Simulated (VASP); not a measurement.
Input of a VASP 6.6.1 run:

Contents of INCAR:

```
SYSTEM = Zr2AgAs3
ALGO     = Normal         ! electronic algorithm
EDIFF    = 1E-7           ! SCF threshold, eV
ENCUT    = 520            ! plane-wave cutoff, eV
GGA      = PS             ! functional
ISIF     = 2              ! what is computed and relaxed
ISMEAR   = -1             ! smearing method
LASPH    = .TRUE.         ! aspherical terms in the spheres
LCHARG   = .FALSE.        ! write CHGCAR
LREAL    = .FALSE.        ! projectors in reciprocal space
LWAVE    = .FALSE.        ! write WAVECAR
NBANDS   = 34             ! bands
NELM     = 80             ! most SCF steps
PREC     = Accurate       ! precision mode
SIGMA    = 0.03           ! smearing width, eV
```

The input KPOINTS:

```
k-points
0
G
  6 6 2
  0 0 0
```

The input POSCAR:

```
Zr2AgAs3
1.0
    3.8262510120      0.0000000000      0.0000000000
   -1.9131255060      3.3136305776      0.0000000000
    0.0000000000      0.0000000000      9.5783180803
Zr Ag As
2 1 3
Direct
    0.3333333333      0.6666666667      0.6660322787
    0.6666666667      0.3333333333      0.3339677213
    0.0000000000      0.0000000000      0.0000000000
    0.3333333333      0.6666666667      0.1717683984
    0.6666666667      0.3333333333      0.8282316016
    0.0000000000      0.0000000000      0.5000000000
```

Potentials or basis: VASP PAW PBE potentials, release 64 (Zr_sv, Ag, As).

Launch:

```console
$ cat potpaw_PBE.64/Zr_sv/POTCAR potpaw_PBE.64/Ag/POTCAR potpaw_PBE.64/As/POTCAR > POTCAR
$ mpirun -np 1 vasp_std > vasp.out
```

Question: What does it give for the largest force?

Answer: 0.026 eV/Å.

Question: Predict the band gap on the k mesh.

Answer: Zero (bands 25 and 26 overlap by 0.55 eV).

Forces on the atoms (eV/Å):
```
Zr   0.000  0.000 -0.006
Zr   0.000  0.000  0.006
Ag   0.000  0.000  0.000
As   0.000  0.000 -0.026
As   0.000  0.000  0.026
As   0.000  0.000  0.000
```

Caveat: the PAW data sets were made with another functional, which shifts forces and pressure a little.
